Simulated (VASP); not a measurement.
# AlOs (Pm-3m) in VASP: a series of runs

The runs below take AlOs through single point, with LDA.

Everything below comes from runs of VASP 6.6.1. Logs are shortened: lines on timing, memory, paths and dates and some standing lists are left out, and cuts for length are marked.

### 1 The cell of the first run

Symmetry: Pm-3m, No. 221, cubic system. Conventional cell: a = 2.981 Å, b = 2.981 Å, c = 2.981 Å, α = 90.00°, β = 90.00°, γ = 90.00°. Within 3.4 Å of Al (site symmetry m-3m) lie 8 Os at 2.58 Å and 6 Al at 2.98 Å. Os (site symmetry m-3m) has 8 Al at 2.58 Å and 6 Os at 2.98 Å within 3.4 Å.

### 2 Single point, LDA

INCAR

```
SYSTEM = AlOs
  PREC = Accurate
  ENCUT = 600
  EDIFF = 1E-6
  ISMEAR = 1
  SIGMA = 0.15
  LREAL = .False.
  LASPH = .True.
  NELM = 120
  ALGO = Normal
  ISIF = 2
  LWAVE = .False.
  LCHARG = .False.
  GGA = CA
  NBANDS = 12
  GGA_COMPAT = .False.
```

KPOINTS

```
Automatic mesh
0
Gamma
  10 10 10
  0 0 0
```

POSCAR

```
AlOs
1.0
    2.9805099557      0.0000000000      0.0000000000
    0.0000000000      2.9805099557      0.0000000000
    0.0000000000      0.0000000000      2.9805099557
Al Os
1 1
Direct
    0.0000000000      0.0000000000      0.0000000000
    0.5000000000      0.5000000000      0.5000000000
```

Potentials or basis: VASP PAW LDA potentials, release 64 (Al, Os).

Run with:

```
$ cat potpaw_LDA.64/Al/POTCAR potpaw_LDA.64/Os/POTCAR > POTCAR
$ mpirun -np 1 vasp_std > vasp.out
```

OUTCAR:

```text
SYSTEM = AlOs
   PREC = Accurate
   ENCUT = 600
   EDIFF = 1E-6
   ISMEAR = 1
   LREAL = .False.
   LASPH = .True.
   NELM = 120
   ISIF = 2
   GGA = CA

 ion  position               nearest neighbor table
   1  0.000  0.000  0.000-   2 2.58   2 2.58   2 2.58   2 2.58   2 2.58   2 2.58   2 2.58   2 2.58

   2  0.500  0.500  0.500-   1 2.58   1 2.58   1 2.58   1 2.58   1 2.58   1 2.58   1 2.58   1 2.58

  LATTYP: Found a simple cubic cell.
 ALAT       =     2.9805099557

  Lattice vectors:

 A1 = (   2.9805099557,   0.0000000000,   0.0000000000)
 A2 = (   0.0000000000,   2.9805099557,   0.0000000000)
 A3 = (   0.0000000000,   0.0000000000,   2.9805099557)

Analysis of symmetry for initial positions (statically):
=====================================================================
 Subroutine PRICEL returns:
 Original cell was already a primitive cell.

 Routine SETGRP: Setting up the symmetry group for a
 simple cubic supercell.

 Subroutine GETGRP returns: Found 48 space group operations
 (whereof 48 operations were pure point group operations)
 out of a pool of 48 trial point group operations.

The static configuration has the point symmetry O_h .

Analysis of symmetry for dynamics (positions and initial velocities):
=====================================================================
 Subroutine PRICEL returns:
 Original cell was already a primitive cell.

 Routine SETGRP: Setting up the symmetry group for a
 simple cubic supercell.

 Subroutine GETGRP returns: Found 48 space group operations
 (whereof 48 operations were pure point group operations)
 out of a pool of 48 trial point group operations.

The dynamic configuration has the point symmetry O_h .

 Subroutine INISYM returns: Found 48 space group operations
 (whereof 48 operations are pure point group operations),
 and found     1 'primitive' translations

----------------------------------------------------------------------------------------

                                     Primitive cell

  volume of cell :      26.4772

  direct lattice vectors                    reciprocal lattice vectors
     2.980509956  0.000000000  0.000000000     0.335513055  0.000000000  0.000000000
     0.000000000  2.980509956  0.000000000     0.000000000  0.335513055  0.000000000
     0.000000000  0.000000000  2.980509956     0.000000000  0.000000000  0.335513055

  length of vectors
     2.980509956  2.980509956  2.980509956     0.335513055  0.335513055  0.335513055

  position of ions in fractional coordinates (direct lattice)
     0.000000000  0.000000000  0.000000000
     0.500000000  0.500000000  0.500000000

  ion indices of the primitive-cell ions
   primitive index   ion index
                 1           1
                 2           2

----------------------------------------------------------------------------------------

 KPOINTS: Automatic mesh

Automatic generation of k-mesh.
 Grid dimensions read from file:
 generate k-points for:   10   10   10

 Generating k-lattice:

  Cartesian coordinates                     Fractional coordinates (reciprocal lattice)
     0.033551305  0.000000000  0.000000000     0.100000000  0.000000000  0.000000000
     0.000000000  0.033551305  0.000000000     0.000000000  0.100000000  0.000000000
     0.000000000  0.000000000  0.033551305     0.000000000  0.000000000  0.100000000

  Length of vectors
     0.033551305  0.033551305  0.033551305

  Shift w.r.t. Gamma in fractional coordinates (k-lattice)
     0.000000000  0.000000000  0.000000000

 Subroutine IBZKPT returns following result:
 ===========================================

 Found     56 irreducible k-points:

 Following reciprocal coordinates:
            Coordinates               Weight
  0.000000  0.000000  0.000000      1.000000
  0.100000  0.000000  0.000000      6.000000
  0.200000  0.000000  0.000000      6.000000
  0.300000  0.000000  0.000000      6.000000
  0.400000  0.000000  0.000000      6.000000
  0.500000  0.000000  0.000000      3.000000
[... 16 lines left out ...]
  0.200000  0.100000  0.100000     24.000000
  0.300000  0.100000  0.100000     24.000000
 [... further k-points ...]
   k-points           NKPTS =     56   k-points in BZ     NKDIM =     56   number of bands    NBANDS=     12
   number of dos      NEDOS =    301   number of ions     NIONS =      2
   total plane-waves  NPLWV =  13824
   dimension x,y,z NGX =    24 NGY =   24 NGZ =   24
   dimension x,y,z NGXF=    48 NGYF=   48 NGZF=   48
   ions per type =               1   1
   NGX,Y,Z   is equivalent  to a cutoff of  13.39, 13.39, 13.39 a.u.
   NGXF,Y,Z  is equivalent  to a cutoff of  26.77, 26.77, 26.77 a.u.
 SYSTEM =  AlOs
   PREC   = accura    normal or accurate (medium, high low for compatibility)
   ISTART =      0    job   : 0-new  1-cont  2-samecut
   ICHARG =      2    charge: 1-file 2-atom 10-const
   ISPIN  =      1    spin polarized calculation?
   LNONCOLLINEAR =      F non collinear calculations
   LSORBIT =      F    spin-orbit coupling
   LASPH  =      T    aspherical Exc in radial PAW
   ENCUT  =  600.0 eV  44.10 Ry    6.64 a.u.   5.95  5.95  5.95*2*pi/ulx,y,z
   NELM   =    120;   NELMIN=  2; NELMDL= -5     # of ELM steps
   EDIFF  = 0.1E-05   stopping-criterion for ELM
   LREAL  =      F    real-space projection
   EDIFFG = 0.1E-04   stopping-criterion for IOM
   NSW    =      0    number of steps for IOM
   IBRION =     -1    ionic relax: 0-MD 1-quasi-New 2-CG
   NFREE  =      0    steps in history (QN), initial steepest desc. (CG)
   ISIF   =      2    stress and relaxation
   ISYM   =      2    0-nonsym 1-usesym 2-fastsym
   POTIM  = 0.5000    time-step for ionic-motion
   TEBEG  =    0.0;   TEEND  =   0.0 temperature during run
   PSTRESS=    0.0 pullay stress
   NELECT =      11.0000    total number of electrons
   NUPDOWN=      -1.0000    fix difference up-down
   EMIN   =  10.00;   EMAX   =-10.00  energy-range for DOS
   EFERMI =   0.00;   METHOD = LEGACY
   ISMEAR =     1;   SIGMA  =   0.15  broadening in eV -4-tet -1-fermi 0-gaus
   EFERMI_NEDOS =   21; number of points for ismear=-14 and -15
   IALGO  =     38    algorithm
   IMIX   =      4    mixing-type and parameters
     AMIX     =   0.40;   BMIX     =  1.00
     AMIX_MAG =   1.60;   BMIX_MAG =  1.00
  volume/ion in A,a.u.               =      13.24        89.34
  Fermi-wavevector in a.u.,A,eV,Ry     =   1.221561  2.308416 20.302766  1.492211
  Thomas-Fermi vector in A             =   2.356739
   LORBIT       =      0    0 simple, 1 ext, 2 COOP (PROOUT), +10 PAW based schemes
   GGA     = CA    functional components
   LHFCALC =     F    Hartree Fock is set to
   AEXX    =    0.0000 exact exchange contribution
   IVDW    =     0    specifies the selected vdW correction
   LEPSILON=     F    determine dielectric tensor
   LRPA    =     F    only Hartree local field effects (RPA)
 non-spin polarized calculation
 Methfessel and Paxton  Order N= 1 SIGMA  =   0.15
  energy-cutoff  :      600.00
  volume of cell :       26.48
 maximum number of plane-waves:       912
 NGX is ok and might be reduce to    24
   NGX = 11   NGY = 11   NGZ = 11

 number of electron      11.0000002 magnetization

 Free energy of the ion-electron system (eV)
  ---------------------------------------------------
  ext. energy  EPLUGINS =         0.00000000
  ---------------------------------------------------
  free energy    TOTEN  =       -17.65954162 eV

  energy without entropy =      -17.65933017  energy(sigma->0) =      -17.65947114

 E-fermi :   9.1137     XC(G=0): -12.8669

 val. band max:        9.0877756202   @ k =   0.4000   0.4000   0.2000
 cond. band min:       9.1170564162   @ k =   0.1000   0.1000   0.0000
 fundamental gap:      0.0292807961
 Fermi energy:         9.1137379375

 k-point     1 :       0.0000    0.0000    0.0000
  band No.  band energies     occupation
      1      -1.9147      2.00000
      2       4.7915      2.00000
      3       4.7916      2.00000
      4       9.4965     -0.00183
      5       9.4965     -0.00183
      6       9.4965     -0.00183
      7      14.7666      0.00000
      8      14.7666      0.00000
      9      14.7666      0.00000
     10      20.7684      0.00000
     11      20.7684      0.00000
     12      22.5011      0.00000

 k-point     2 :       0.1000    0.0000    0.0000
  band No.  band energies     occupation
      1      -1.7068      2.00000
      2       4.8666      2.00000
      3       4.8734      2.00000
      4       9.1710      0.40295
      5       9.1710      0.40292
      6       9.5285     -0.00065
      7      13.9380      0.00000
      8      15.2279      0.00000
      9      15.2279      0.00000
     10      20.1485      0.00000
     11      21.2244      0.00000
     12      23.3224      0.00000

 k-point     3 :       0.2000    0.0000    0.0000
  band No.  band energies     occupation
      1      -1.1051      2.00000
      2       4.9888      2.00000
      3       5.0730      2.00000
      4       8.4821      2.00000
      5       8.4821      2.00000
      6       9.6137     -0.00003
      7      12.5235      0.00000
      8      16.3223      0.00000
      9      16.3223      0.00000
     10      18.8259      0.00000
     11      21.6400      0.00000
     12      25.6927      0.00000
[... 286 lines left out ...]
 k-point    23 :       0.2000    0.1000    0.1000
  band No.  band energies     occupation
      1      -0.7082      2.00000
      2       5.1839      2.00000
      3       5.2369      2.00000
      4       8.0641      2.00000
      5       8.2124      2.00000
      6       9.0136      1.89587
      7      13.3021      0.00000
      8      15.7148      0.00000
      9      15.8068      0.00000
     10      19.8390      0.00000
     11      22.2313      0.00000
     12      25.1850      0.00000

 k-point    24 :       0.3000    0.1000    0.1000
  band No.  band energies     occupation
      1       0.2007      2.00000
      2       4.8919      2.00000
      3       5.5184      2.00000
      4       7.4787      2.00000
      5       7.7089      2.00000
      6       9.1400      0.70918
      7      12.1835      0.00000
      8      16.7547      0.00000
      9      16.7935      0.00000
     10      18.9537      0.00000
     11      22.7824      0.00000
     12      23.7452      0.00000

 [... further k-points ...]
[... 5 lines left out ...]
  --------------------------------------------------------------------------------------
  -------------------------------------------------------------------------------------
  Total       -0.1772457     -0.1772457     -0.1772457      0.0000000     -0.0000000      0.0000000
  in kB      -10.7254268    -10.7254268    -10.7254268      0.0000000     -0.0000000      0.0000000
  external PRESSURE =     -10.7254268 kB  Pullay stress =       0.0000000 kB

 VOLUME and BASIS-vectors are now :
 -----------------------------------------------------------------------------
  energy-cutoff  :      600.00
  volume of cell :       26.48
      direct lattice vectors                 reciprocal lattice vectors
     2.980509956  0.000000000  0.000000000     0.335513055  0.000000000  0.000000000
     0.000000000  2.980509956  0.000000000     0.000000000  0.335513055  0.000000000
     0.000000000  0.000000000  2.980509956     0.000000000  0.000000000  0.335513055

 POSITION                                       TOTAL-FORCE (eV/Angst)
 -----------------------------------------------------------------------------------
      0.00000      0.00000      0.00000         0.000000      0.000000      0.000000
      1.49025      1.49025      1.49025         0.000000      0.000000      0.000000
 -----------------------------------------------------------------------------------
    total drift:                                0.000000     -0.000000     -0.000000

  FREE ENERGIE OF THE ION-ELECTRON SYSTEM (eV)
  ---------------------------------------------------
  free  energy   TOTEN  =       -17.6595416222 eV

  energy  without entropy=      -17.6593301719  energy(sigma->0) =      -17.65947114
```

Run time: 15 s. Hardware: 1 thread of Intel Xeon Platinum 8259CL at 2.50GHz (Skylake/Cascade Lake), shared host; peak memory 0.14 GiB.

Results:

```
Free energy : -17.6595 eV
Pressure    : -1.1 GPa
```

Caveat: spin-orbit coupling is left out, which moves the levels of the heavy elements.

### 3 Single point, LDA

This run uses another cell than the first one, of 13.14 Å³/atom, 0.992 times its volume.

INCAR

```
  PREC = Accurate
  ENCUT = 600
  EDIFF = 1E-6
  ISMEAR = 1
  SIGMA = 0.15
  LREAL = False
  LASPH = True
  NELM = 120
  ALGO = Normal
  ISIF = 2
  LWAVE = False
  LCHARG = True
  GGA = CA
  LELF = True
  LVHAR = True
  NBANDS = 12
  GGA_COMPAT = False
```

KPOINTS

```
Automatic mesh
0
Gamma
  10 10 10
```

POSCAR

```
AlOs
1.0
    2.9728484550      0.0000000000      0.0000000000
    0.0000000000      2.9728484550      0.0000000000
    0.0000000000      0.0000000000      2.9728484550
Al Os
1 1
Direct
    0.0000000000      0.0000000000      0.0000000000
    0.5000000000      0.5000000000      0.5000000000
```

Potentials or basis: VASP PAW LDA potentials, release 64 (Al, Os).

Run with:

```
$ cat potpaw_LDA.64/Al/POTCAR potpaw_LDA.64/Os/POTCAR > POTCAR
$ mpirun -np 1 vasp_std > vasp.out
```

OUTCAR:

```text
PREC = Accurate
   ENCUT = 600
   EDIFF = 1E-6
   ISMEAR = 1
   LREAL = False
   LASPH = True
   NELM = 120
   ISIF = 2
   GGA = CA

 ion  position               nearest neighbor table
   1  0.000  0.000  0.000-   2 2.57   2 2.57   2 2.57   2 2.57   2 2.57   2 2.57   2 2.57   2 2.57

   2  0.500  0.500  0.500-   1 2.57   1 2.57   1 2.57   1 2.57   1 2.57   1 2.57   1 2.57   1 2.57

  LATTYP: Found a simple cubic cell.
 ALAT       =     2.9728484550

  Lattice vectors:

 A1 = (   2.9728484550,   0.0000000000,   0.0000000000)
 A2 = (   0.0000000000,   2.9728484550,   0.0000000000)
 A3 = (   0.0000000000,   0.0000000000,   2.9728484550)

Analysis of symmetry for initial positions (statically):
=====================================================================
 Subroutine PRICEL returns:
 Original cell was already a primitive cell.

 Routine SETGRP: Setting up the symmetry group for a
 simple cubic supercell.

 Subroutine GETGRP returns: Found 48 space group operations
 (whereof 48 operations were pure point group operations)
 out of a pool of 48 trial point group operations.

The static configuration has the point symmetry O_h .

Analysis of symmetry for dynamics (positions and initial velocities):
=====================================================================
 Subroutine PRICEL returns:
 Original cell was already a primitive cell.

 Routine SETGRP: Setting up the symmetry group for a
 simple cubic supercell.

 Subroutine GETGRP returns: Found 48 space group operations
 (whereof 48 operations were pure point group operations)
 out of a pool of 48 trial point group operations.

The dynamic configuration has the point symmetry O_h .

 Subroutine INISYM returns: Found 48 space group operations
 (whereof 48 operations are pure point group operations),
 and found     1 'primitive' translations

----------------------------------------------------------------------------------------
[... 116 lines left out ...]
  Thomas-Fermi vector in A             =   2.359774
   LORBIT       =      0    0 simple, 1 ext, 2 COOP (PROOUT), +10 PAW based schemes
   GGA     = CA    functional components
   LHFCALC =     F    Hartree Fock is set to
   AEXX    =    0.0000 exact exchange contribution
   IVDW    =     0    specifies the selected vdW correction
   LEPSILON=     F    determine dielectric tensor
   LRPA    =     F    only Hartree local field effects (RPA)
 non-spin polarized calculation
 Methfessel and Paxton  Order N= 1 SIGMA  =   0.15
  energy-cutoff  :      600.00
  volume of cell :       26.27
 maximum number of plane-waves:       912
 NGX is ok and might be reduce to    24
   NGX = 11   NGY = 11   NGZ = 11

 number of electron      11.0000002 magnetization

 Free energy of the ion-electron system (eV)
  ---------------------------------------------------
  ext. energy  EPLUGINS =         0.00000000
  ---------------------------------------------------
  free energy    TOTEN  =       -17.65955715 eV

  energy without entropy =      -17.65934652  energy(sigma->0) =      -17.65948694

 E-fermi :   9.2147     XC(G=0): -12.9054

 val. band max:        9.1874296146   @ k =   0.4000   0.4000   0.2000
 cond. band min:       9.2192793891   @ k =   0.1000   0.1000   0.0000
 fundamental gap:      0.0318497745
 Fermi energy:         9.2147354687

 k-point     1 :       0.0000    0.0000    0.0000
  band No.  band energies     occupation
      1      -1.8719      2.00000
      2       4.8425      2.00000
      3       4.8425      2.00000
      4       9.6028     -0.00156
      5       9.6028     -0.00156
      6       9.6028     -0.00156
      7      14.9013      0.00000
      8      14.9013      0.00000
      9      14.9013      0.00000
     10      20.9141      0.00000
     11      20.9141      0.00000
     12      22.7432      0.00000
[... 331 lines left out ...]
 k-point    24 :       0.3000    0.1000    0.1000
  band No.  band energies     occupation
      1       0.2565      2.00000
      2       4.9587      2.00000
      3       5.5783      2.00000
      4       7.5618      2.00000
      5       7.7957      2.00000
      6       9.2413      0.70568
      7      12.3184      0.00000
      8      16.9112      0.00000
      9      16.9342      0.00000
     10      19.0753      0.00000
     11      22.9610      0.00000
     12      23.9229      0.00000

 [... further k-points ...]
[... 5 lines left out ...]
  --------------------------------------------------------------------------------------
  -------------------------------------------------------------------------------------
  Total        0.1605277      0.1605277      0.1605277      0.0000000      0.0000000      0.0000000
  in kB        9.7890864      9.7890864      9.7890864      0.0000000      0.0000000      0.0000000
  external PRESSURE =       9.7890864 kB  Pullay stress =       0.0000000 kB

 VOLUME and BASIS-vectors are now :
 -----------------------------------------------------------------------------
  energy-cutoff  :      600.00
  volume of cell :       26.27
      direct lattice vectors                 reciprocal lattice vectors
     2.972848455  0.000000000  0.000000000     0.336377725  0.000000000  0.000000000
     0.000000000  2.972848455  0.000000000     0.000000000  0.336377725  0.000000000
     0.000000000  0.000000000  2.972848455     0.000000000  0.000000000  0.336377725

 POSITION                                       TOTAL-FORCE (eV/Angst)
 -----------------------------------------------------------------------------------
      0.00000      0.00000      0.00000         0.000000      0.000000      0.000000
      1.48642      1.48642      1.48642         0.000000      0.000000      0.000000
 -----------------------------------------------------------------------------------
    total drift:                                0.000000     -0.000000     -0.000000

  FREE ENERGIE OF THE ION-ELECTRON SYSTEM (eV)
  ---------------------------------------------------
  free  energy   TOTEN  =       -17.6595571543 eV

  energy  without entropy=      -17.6593465182  energy(sigma->0) =      -17.65948694
```

OSZICAR:

```text
N       E                     dE             d eps       ncg     rms          rms(c)
DAV:   1     0.443571522678E+02    0.44357E+02   -0.49989E+03  1344   0.853E+02
DAV:   2    -0.159409742930E+02   -0.60298E+02   -0.54259E+02  1404   0.213E+02
DAV:   3    -0.184873891775E+02   -0.25464E+01   -0.24883E+01  1672   0.389E+01
DAV:   4    -0.185076106367E+02   -0.20221E-01   -0.20211E-01  1512   0.389E+00
DAV:   5    -0.185078367954E+02   -0.22616E-03   -0.22616E-03  1632   0.430E-01    0.218E+01
DAV:   6    -0.177544983514E+02    0.75334E+00   -0.21442E+00  1708   0.110E+01    0.650E+00
DAV:   7    -0.176825838731E+02    0.71914E-01   -0.72048E-02  1400   0.199E+00    0.337E+00
DAV:   8    -0.176595942919E+02    0.22990E-01   -0.16192E-02  1564   0.754E-01    0.245E-01
DAV:   9    -0.176595720630E+02    0.22229E-04   -0.38606E-04  1492   0.167E-01    0.135E-01
DAV:  10    -0.176595575498E+02    0.14513E-04   -0.33213E-05  1512   0.368E-02    0.105E-02
DAV:  11    -0.176595571543E+02    0.39556E-06   -0.16527E-06  1168   0.109E-02
   1 F= -.17659557E+02 E0= -.17659487E+02  d E =-.210636E-03
```

It took 17 s on 1 thread of Intel Xeon Platinum 8259CL at 2.50GHz (Skylake/Cascade Lake), shared host; peak memory 0.14 GiB.

What came out:

| Item | Value |
| --- | --- |
| Free energy | -17.6596 eV |
| Pressure | 1.0 GPa |

Caveat: spin-orbit coupling is left out, which moves the levels of the heavy elements.

[end of part 1 of 2]
